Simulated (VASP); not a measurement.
Wanted: the native input for a VASP 6.6.1 run.

```yaml
Task: relaxation of cell and atoms
Functional: PBEsol
Potentials_or_basis: VASP PAW PBE potentials, release 64 (Ta_pv, N)
Cutoff: 600 eV
k_mesh: 6 × 6 × 6
Occupations: gaussian, width 0.1 eV
Spin: no spin polarisation
Dipole_correction: no
Further_INCAR_settings: ALGO = Normal; EDIFF = 1e-07; IBRION = 2; EDIFFG = -0.015; NSW = 80; ISIF = 3
```

The structure of TaN lies in POSCAR:

```
TaN
1.0
    2.5894604360     -4.4850770395      0.0000000000
   -5.1789208721      0.0000000000      0.0000000000
    0.0000000000      0.0000000000     -5.7919945411
Ta N
6 6
Direct
    0.3333333333      0.6666666667      0.2500000000
    0.3333333333      0.6666666667      0.7500000000
    0.6666666667      0.3333333333      0.2500000000
    0.6666666667      0.3333333333      0.7500000000
    1.0000000000      1.0000000000      0.5000000000
    1.0000000000      1.0000000000      0.0000000000
    1.0000000000      0.6066290585      0.5000000000
    1.0000000000      0.6066290585      0.0000000000
    0.3933709415      0.3933709415      0.5000000000
    0.3933709415      0.3933709415      0.0000000000
    0.6066290585      1.0000000000      0.5000000000
    0.6066290585      1.0000000000      0.0000000000
```

One way to write it, as run:

INCAR

```
SYSTEM = TaN
  PREC = Accurate
  ENCUT = 600
  EDIFF = 1E-7
  ISMEAR = 0
  SIGMA = 0.1
  LREAL = .False.
  LASPH = .True.
  NELM = 100
  ALGO = Normal
  ISIF = 3
  LWAVE = .False.
  LCHARG = .False.
  GGA = PS
  IBRION = 2
  NSW = 80
  EDIFFG = -0.015
```

KPOINTS

```
regular mesh
0
Gamma
  6 6 6
  0 0 0
```

Potentials or basis: VASP PAW PBE potentials, release 64 (Ta_pv, N).

Launch:

```bash
$ cat potpaw_PBE.64/Ta_pv/POTCAR potpaw_PBE.64/N/POTCAR > POTCAR
$ mpirun -np 1 vasp_std > vasp.out
```

It gave:

* Relaxed volume: 11.24 Å³/atom
* Relaxed cell: a = 5.186 Å, b = 5.186 Å, c = 5.790 Å, α = 90.00°, β = 90.00°, γ = 120.00°
* Space group after relaxing (to 0.05 Å): P-62m (No. 189)
* Energy gained by relaxing: 0.1 meV/atom
* Ionic steps: 4
* Pressure after relaxing: 0.0 GPa
* Largest force after relaxing: 0.007 eV/Å
* Band gap on the k mesh: zero (band 48 reaches 8.36 eV, above the bottom of band 49 at 8.27 eV)

Caveat: the PAW data sets were made with another functional, which shifts forces and pressure a little; spin-orbit coupling is left out, which moves the levels of the heavy elements.

Run time: 16 min on 1 thread of Oxide Virtual Turin-like Processor (shared host), peak memory 0.38 GiB.
